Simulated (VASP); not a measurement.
Input of a VASP 6.6.1 run:

Contents of INCAR:

```
SYSTEM = CuSn3
PREC = Accurate
ENCUT = 520
EDIFF = 1E-7
ISMEAR = -1
SIGMA = 0.05
LREAL = .False.
LASPH = .True.
NELM = 80
ALGO = Fast
ISIF = 2
LWAVE = .False.
LCHARG = .False.
GGA = PS
NBANDS = 34
```

KPOINTS

```
Automatic mesh
0
Gamma
  8 8 8
  0 0 0
```

Contents of POSCAR:

```
CuSn3
1.0
   -2.1941778637      2.1941778637      4.7712739781
    2.1941778637     -2.1941778637      4.7712739781
    2.1941778637      2.1941778637     -4.7712739781
Sn Cu
3 1
Direct
    0.5000000000      0.5000000000      0.0000000000
    0.2500000000      0.7500000000      0.5000000000
    0.7500000000      0.2500000000      0.5000000000
    0.0000000000      0.0000000000      0.0000000000
```

Potentials or basis: VASP PAW PBE potentials, release 64 (Sn_d, Cu).

Launch:

```bash
$ cat potpaw_PBE.64/Sn_d/POTCAR potpaw_PBE.64/Cu/POTCAR > POTCAR
$ mpirun -np 1 vasp_std > vasp.out
```

(1) Predict the band gap on the k mesh.

(2) Estimate the pressure.

Answers

(1) zero (an odd number of electrons rules out a gap without spin polarisation).

(2) -1.0 GPa.

Caveat: the PAW data sets were made with another functional, which shifts forces and pressure a little; spin-orbit coupling is left out, which moves the levels of the heavy elements.
